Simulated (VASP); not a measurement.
# BaSi3 (Pm-3m) in VASP: a series of runs

The runs below take BaSi3 through single point, with PBE.

All numbers are computed with VASP 6.6.1; they aren't measurements. Logs are shortened: lines on timing, memory, paths and dates and some standing lists are left out, and cuts for length are marked.

**1. The cell of the first run**

The structure is cubic, space group Pm-3m (No. 221). Conventional cell: a = 4.403 Å, b = 4.403 Å, c = 4.403 Å, α = 90.00°, β = 90.00°, γ = 90.00°. Ba (site symmetry m-3m) has 12 Si at 3.11 Å within 4.1 Å. Si (site symmetry 4/mmm) has 4 Ba at 3.11 Å and 8 Si at 3.11 Å within 4.1 Å.

**2. Single point, PBE (volume scaled by 0.945)**

Contents of INCAR:

```
SYSTEM = BaSi3
PREC = Accurate
ENCUT = 520
EDIFF = 1E-6
ISMEAR = 0
SIGMA = 0.05
LREAL = .FALSE.
LASPH = .TRUE.
NELM = 100
ALGO = Normal
ISIF = 2
LWAVE = .FALSE.
LCHARG = .TRUE.
GGA = PE
LELF = .TRUE.
LVHAR = .TRUE.
NBANDS = 19
```

Contents of KPOINTS:

```
regular mesh
0
G
  8 8 8
  0 0 0
```

Contents of POSCAR:

```
BaSi3
1.0
    4.4033979510      0.0000000000      0.0000000000
    0.0000000000      4.4033979510      0.0000000000
    0.0000000000      0.0000000000      4.4033979510
Ba Si
1 3
Direct
    0.0000000000      0.0000000000      0.0000000000
    0.0000000000      0.5000000000      0.5000000000
    0.5000000000      0.5000000000      0.0000000000
    0.5000000000      0.0000000000      0.5000000000
```

Potentials or basis: VASP PAW PBE potentials, release 64 (Ba_sv, Si).

Command:

```sh
$ cat potpaw_PBE.64/Ba_sv/POTCAR potpaw_PBE.64/Si/POTCAR > POTCAR
$ mpirun -np 1 vasp_std > vasp.out
```

OUTCAR:

```text
SYSTEM = BaSi3
   PREC = Accurate
   ENCUT = 520
   EDIFF = 1E-6
   ISMEAR = 0
   LREAL = .FALSE.
   LASPH = .TRUE.
   NELM = 100
   ISIF = 2
   GGA = PE

 ion  position               nearest neighbor table
   1  0.000  0.000  0.000-   2 3.11   3 3.11   4 3.11   2 3.11   4 3.11   2 3.11   3 3.11   2 3.11
                             3 3.11   4 3.11   4 3.11   3 3.11
   2  0.000  0.500  0.500-   1 3.11   3 3.11   4 3.11   1 3.11   3 3.11   1 3.11   4 3.11   1 3.11
                             3 3.11   4 3.11   3 3.11   4 3.11
   3  0.500  0.500  0.000-   1 3.11   2 3.11   4 3.11   2 3.11   4 3.11   1 3.11   4 3.11   4 3.11
                             1 3.11   2 3.11   2 3.11   1 3.11
   4  0.500  0.000  0.500-   1 3.11   2 3.11   3 3.11   1 3.11   3 3.11   2 3.11   3 3.11   3 3.11
                             1 3.11   2 3.11   1 3.11   2 3.11

  LATTYP: Found a simple cubic cell.
 ALAT       =     4.4033979510

  Lattice vectors:

 A1 = (   4.4033979510,   0.0000000000,   0.0000000000)
 A2 = (   0.0000000000,   4.4033979510,   0.0000000000)
 A3 = (   0.0000000000,   0.0000000000,   4.4033979510)

Analysis of symmetry for initial positions (statically):
=====================================================================
 Subroutine PRICEL returns:
 Original cell was already a primitive cell.

 Routine SETGRP: Setting up the symmetry group for a
 simple cubic supercell.

 Subroutine GETGRP returns: Found 48 space group operations
 (whereof 48 operations were pure point group operations)
 out of a pool of 48 trial point group operations.

The static configuration has the point symmetry O_h .

Analysis of symmetry for dynamics (positions and initial velocities):
=====================================================================
 Subroutine PRICEL returns:
 Original cell was already a primitive cell.

 Routine SETGRP: Setting up the symmetry group for a
 simple cubic supercell.

 Subroutine GETGRP returns: Found 48 space group operations
 (whereof 48 operations were pure point group operations)
 out of a pool of 48 trial point group operations.

The dynamic configuration has the point symmetry O_h .

 Subroutine INISYM returns: Found 48 space group operations
 (whereof 48 operations are pure point group operations),
 and found     1 'primitive' translations

----------------------------------------------------------------------------------------

                                     Primitive cell

  volume of cell :      85.3815

  direct lattice vectors                    reciprocal lattice vectors
     4.403397951  0.000000000  0.000000000     0.227097349  0.000000000  0.000000000
     0.000000000  4.403397951  0.000000000     0.000000000  0.227097349  0.000000000
     0.000000000  0.000000000  4.403397951     0.000000000  0.000000000  0.227097349

  length of vectors
     4.403397951  4.403397951  4.403397951     0.227097349  0.227097349  0.227097349

  position of ions in fractional coordinates (direct lattice)
     0.000000000  0.000000000  0.000000000
     0.000000000  0.500000000  0.500000000
     0.500000000  0.500000000  0.000000000
     0.500000000  0.000000000  0.500000000

  ion indices of the primitive-cell ions
   primitive index   ion index
                 1           1
                 2           2
                 3           3
                 4           4

----------------------------------------------------------------------------------------

 KPOINTS: regular mesh

Automatic generation of k-mesh.
 Grid dimensions read from file:
 generate k-points for:    8    8    8

 Generating k-lattice:

  Cartesian coordinates                     Fractional coordinates (reciprocal lattice)
     0.028387169  0.000000000  0.000000000     0.125000000  0.000000000  0.000000000
     0.000000000  0.028387169  0.000000000     0.000000000  0.125000000  0.000000000
     0.000000000  0.000000000  0.028387169     0.000000000  0.000000000  0.125000000

  Length of vectors
     0.028387169  0.028387169  0.028387169

  Shift w.r.t. Gamma in fractional coordinates (k-lattice)
     0.000000000  0.000000000  0.000000000

 Subroutine IBZKPT returns following result:
 ===========================================

 Found     35 irreducible k-points:

 Following reciprocal coordinates:
            Coordinates               Weight
  0.000000  0.000000  0.000000      1.000000
  0.125000  0.000000  0.000000      6.000000
  0.250000  0.000000  0.000000      6.000000
  0.375000  0.000000  0.000000      6.000000
  0.500000  0.000000  0.000000      3.000000
  0.125000  0.125000  0.000000     12.000000
[... 16 lines left out ...]
  0.375000  0.375000  0.125000     24.000000
  0.500000  0.375000  0.125000     24.000000
 [... further k-points ...]
   k-points           NKPTS =     35   k-points in BZ     NKDIM =     35   number of bands    NBANDS=     19
   number of dos      NEDOS =    301   number of ions     NIONS =      4
   total plane-waves  NPLWV =  46656
   dimension x,y,z NGX =    36 NGY =   36 NGZ =   36
   dimension x,y,z NGXF=    72 NGYF=   72 NGZF=   72
   ions per type =               1   3
   NGX,Y,Z   is equivalent  to a cutoff of  13.59, 13.59, 13.59 a.u.
   NGXF,Y,Z  is equivalent  to a cutoff of  27.18, 27.18, 27.18 a.u.
 SYSTEM =  BaSi3
   PREC   = accura    normal or accurate (medium, high low for compatibility)
   ISTART =      0    job   : 0-new  1-cont  2-samecut
   ICHARG =      2    charge: 1-file 2-atom 10-const
   ISPIN  =      1    spin polarized calculation?
   LNONCOLLINEAR =      F non collinear calculations
   LSORBIT =      F    spin-orbit coupling
   LASPH  =      T    aspherical Exc in radial PAW
   ENCUT  =  520.0 eV  38.22 Ry    6.18 a.u.   8.19  8.19  8.19*2*pi/ulx,y,z
   NELM   =    100;   NELMIN=  2; NELMDL= -5     # of ELM steps
   EDIFF  = 0.1E-05   stopping-criterion for ELM
   LREAL  =      F    real-space projection
   EDIFFG = 0.1E-04   stopping-criterion for IOM
   NSW    =      0    number of steps for IOM
   IBRION =     -1    ionic relax: 0-MD 1-quasi-New 2-CG
   NFREE  =      0    steps in history (QN), initial steepest desc. (CG)
   ISIF   =      2    stress and relaxation
   ISYM   =      2    0-nonsym 1-usesym 2-fastsym
   POTIM  = 0.5000    time-step for ionic-motion
   TEBEG  =    0.0;   TEEND  =   0.0 temperature during run
   PSTRESS=    0.0 pullay stress
   NELECT =      22.0000    total number of electrons
   NUPDOWN=      -1.0000    fix difference up-down
   EMIN   =  10.00;   EMAX   =-10.00  energy-range for DOS
   EFERMI =   0.00;   METHOD = LEGACY
   ISMEAR =     0;   SIGMA  =   0.05  broadening in eV -4-tet -1-fermi 0-gaus
   EFERMI_NEDOS =   21; number of points for ismear=-14 and -15
   IALGO  =     38    algorithm
   IMIX   =      4    mixing-type and parameters
     AMIX     =   0.40;   BMIX     =  1.00
     AMIX_MAG =   1.60;   BMIX_MAG =  1.00
  volume/ion in A,a.u.               =      21.35       144.05
  Fermi-wavevector in a.u.,A,eV,Ry     =   1.041744  1.968611 14.765466  1.085231
  Thomas-Fermi vector in A             =   2.176379
   LORBIT       =      0    0 simple, 1 ext, 2 COOP (PROOUT), +10 PAW based schemes
   GGA     = PE    functional components
   LHFCALC =     F    Hartree Fock is set to
   AEXX    =    0.0000 exact exchange contribution
   IVDW    =     0    specifies the selected vdW correction
   LEPSILON=     F    determine dielectric tensor
   LRPA    =     F    only Hartree local field effects (RPA)
 non-spin polarized calculation
 Gauss-broadening in eV      SIGMA  =   0.05
  energy-cutoff  :      520.00
  volume of cell :       85.38
 maximum number of plane-waves:      2325
 NGX is ok and might be reduce to    36
   NGX = 17   NGY = 17   NGZ = 17

 number of electron      21.9999999 magnetization

 Free energy of the ion-electron system (eV)
  ---------------------------------------------------
  ext. energy  EPLUGINS =         0.00000000
  ---------------------------------------------------
  free energy    TOTEN  =       -16.48757373 eV

  energy without entropy =      -16.48490068  energy(sigma->0) =      -16.48623721

 E-fermi :   5.8298     XC(G=0): -10.2145

 val. band max:        5.8210782505   @ k =   0.3750   0.1250   0.0000
 cond. band min:       5.8340335198   @ k =   0.1250   0.1250   0.0000
 fundamental gap:      0.0129552693
 Fermi energy:         5.8298327692

 k-point     1 :       0.0000    0.0000    0.0000
  band No.  band energies     occupation
      1     -20.6508      2.00000
      2      -6.2009      2.00000
      3      -6.2009      2.00000
      4      -6.2009      2.00000
      5      -4.2701      2.00000
      6       0.6329      2.00000
[... 11 lines left out ...]
     18       9.1781      0.00000
     19       9.1781      0.00000

 k-point     2 :       0.1250    0.0000    0.0000
  band No.  band energies     occupation
      1     -20.6460      2.00000
      2      -6.4143      2.00000
      3      -6.1868      2.00000
      4      -6.1868      2.00000
      5      -3.9952      2.00000
      6       0.4438      2.00000
[... 11 lines left out ...]
     18       9.6449      0.00000
     19      10.3114      0.00000

 k-point     3 :       0.2500    0.0000    0.0000
  band No.  band energies     occupation
      1     -20.6344      2.00000
      2      -6.8058      2.00000
      3      -6.1522      2.00000
      4      -6.1522      2.00000
      5      -3.3895      2.00000
      6      -0.1278      2.00000
[... 11 lines left out ...]
     18      10.0815      0.00000
     19      11.4013      0.00000

 k-point     4 :       0.3750    0.0000    0.0000
  band No.  band energies     occupation
      1     -20.6227      2.00000
      2      -7.1109      2.00000
      3      -6.1168      2.00000
      4      -6.1168      2.00000
      5      -2.6523      2.00000
      6      -0.9362      2.00000
[... 407 lines left out ...]
     18      12.2726      0.00000
     19      12.6539      0.00000

 k-point    23 :       0.3750    0.3750    0.1250
  band No.  band energies     occupation
      1     -20.5927      2.00000
      2      -6.8491      2.00000
      3      -6.7581      2.00000
      4      -6.1482      2.00000
      5      -2.0287      2.00000
      6      -0.5802      2.00000
[... 11 lines left out ...]
     18      12.0638      0.00000
     19      12.9013      0.00000

 k-point    24 :       0.5000    0.3750    0.1250
  band No.  band energies     occupation
      1     -20.5883      2.00000
      2      -6.9003      2.00000
      3      -6.7530      2.00000
      4      -6.1308      2.00000
      5      -2.0177      2.00000
      6      -0.5855      2.00000
[... 11 lines left out ...]
     18      12.1267      0.00000
     19      12.7163      0.00000

 [... further k-points ...]

------------------------ aborting loop because EDIFF is reached ----------------------------------------

  FORCE on cell =-STRESS in cart. coord.  units (eV):
  Direction    XX          YY          ZZ          XY          YZ          ZX
  --------------------------------------------------------------------------------------
  -------------------------------------------------------------------------------------
  Total        2.2833079      2.2833079      2.2833079     -0.0000000      0.0000000     -0.0000000
  in kB       42.8460951     42.8460951     42.8460951     -0.0000000      0.0000000     -0.0000000
  external PRESSURE =      42.8460951 kB  Pullay stress =       0.0000000 kB

 VOLUME and BASIS-vectors are now :
 -----------------------------------------------------------------------------
  energy-cutoff  :      520.00
  volume of cell :       85.38
      direct lattice vectors                 reciprocal lattice vectors
     4.403397951  0.000000000  0.000000000     0.227097349  0.000000000  0.000000000
     0.000000000  4.403397951  0.000000000     0.000000000  0.227097349  0.000000000
     0.000000000  0.000000000  4.403397951     0.000000000  0.000000000  0.227097349

 POSITION                                       TOTAL-FORCE (eV/Angst)
 -----------------------------------------------------------------------------------
      0.00000      0.00000      0.00000         0.000000      0.000000      0.000000
      0.00000      2.20170      2.20170         0.000000      0.000000      0.000000
      2.20170      2.20170      0.00000         0.000000      0.000000      0.000000
      2.20170      0.00000      2.20170         0.000000      0.000000      0.000000
 -----------------------------------------------------------------------------------
    total drift:                               -0.000000     -0.000000     -0.000000

  FREE ENERGIE OF THE ION-ELECTRON SYSTEM (eV)
  ---------------------------------------------------
  free  energy   TOTEN  =       -16.4875737318 eV

  energy  without entropy=      -16.4849006835  energy(sigma->0) =      -16.48623721
```

Run time: 17 s. Hardware: 1 thread of Intel Xeon 6975P-C (Granite Rapids), shared host; peak memory 0.22 GiB.

Results:

```
Free energy            : -16.4876 eV
Pressure               : 4.3 GPa
Band gap on the k mesh : zero (band 11 reaches 7.55 eV, above the bottom of band 12 at 5.52 eV)
```

Caveat: spin-orbit coupling is left out, which moves the levels of the heavy elements.

[end of part 1 of 2]
